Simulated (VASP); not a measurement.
Input of a VASP 6.6.1 run:

File POSCAR:

```
AlAs
1.0
    0.0000000000      2.8304000000      2.8304000000
    2.8304000000      0.0000000000      2.8304000000
    2.8304000000      2.8304000000      0.0000000000
Al As
1 1
Direct
    0.0000000000      0.0000000000      0.0000000000
    0.2500000000      0.2500000000      0.2500000000
```

The input INCAR.step1:

```
SYSTEM = AlAs
  PREC = Accurate
  ENCUT = 550
  ISMEAR = 0
  SIGMA = 0.01
  LREAL = .False.
  LASPH = .True.
  NELM = 120
  GGA = PE
  ALGO = Normal
  EDIFF = 1E-5
  LWAVE = .True.
  LCHARG = .False.
  GGA_COMPAT = .False.
  IBRION = 2
  ISIF = 3
  EDIFFG = -0.005
  NELMIN = 4
  NSW = 100
```

INCAR.step2

```
SYSTEM = AlAs
  PREC = Accurate
  ENCUT = 550
  EDIFF = 1E-7
  ISMEAR = 0
  SIGMA = 0.01
  LREAL = .False.
  LASPH = .True.
  NELM = 120
  ALGO = Normal
  ISIF = 3
  LWAVE = .False.
  LCHARG = .False.
  METAGGA = R2SCAN
  LMIXTAU = .True.
  IBRION = 2
  NSW = 80
  EDIFFG = -0.03
  ISTART = 1
  GGA_COMPAT = .False.
  NELMIN = 4
```

The input KPOINTS:

```
regular mesh
0
Gamma
  6 6 6
  0 0 0
```

Potentials or basis: VASP PAW PBE potentials, release 64 (Al, As).

The run is started by

```bash
$ cat potpaw_PBE.64/Al/POTCAR potpaw_PBE.64/As/POTCAR > POTCAR
$ cp INCAR.step1 INCAR
$ mpirun -np 1 vasp_std > vasp.out
$ cp INCAR.step2 INCAR
$ mpirun -np 1 vasp_std > vasp.out
```

Q: Predict the band gap on the k mesh.

A: 1.80 eV, indirect (least direct gap 2.64 eV).

Q: What does it give for the relaxed volume?

A: 22.87 Å³/atom.

Q: Estimate the space group after relaxing (to 0.05 Å).

A: F-43m (No. 216).

Q: Estimate the relaxed cell.

A: a = 4.014 Å, b = 4.014 Å, c = 4.014 Å, α = 60.00°, β = 60.00°, γ = 60.00°.

Final structure:
```cif
data_structure
_symmetry_space_group_name_H-M 'P 1'
_symmetry_Int_Tables_number 1
_cell_length_a 4.0140
_cell_length_b 4.0140
_cell_length_c 4.0140
_cell_angle_alpha 60.000
_cell_angle_beta 60.000
_cell_angle_gamma 60.000
_cell_volume 45.73
loop_
_atom_site_label
_atom_site_type_symbol
_atom_site_fract_x
_atom_site_fract_y
_atom_site_fract_z
_atom_site_occupancy
Al1 Al 0.00000 0.00000 0.00000 1
As1 As 0.25000 0.25000 0.25000 1
```

Caveat: the PAW data sets were made with another functional, which shifts forces and pressure a little. A k mesh can miss the band edges.
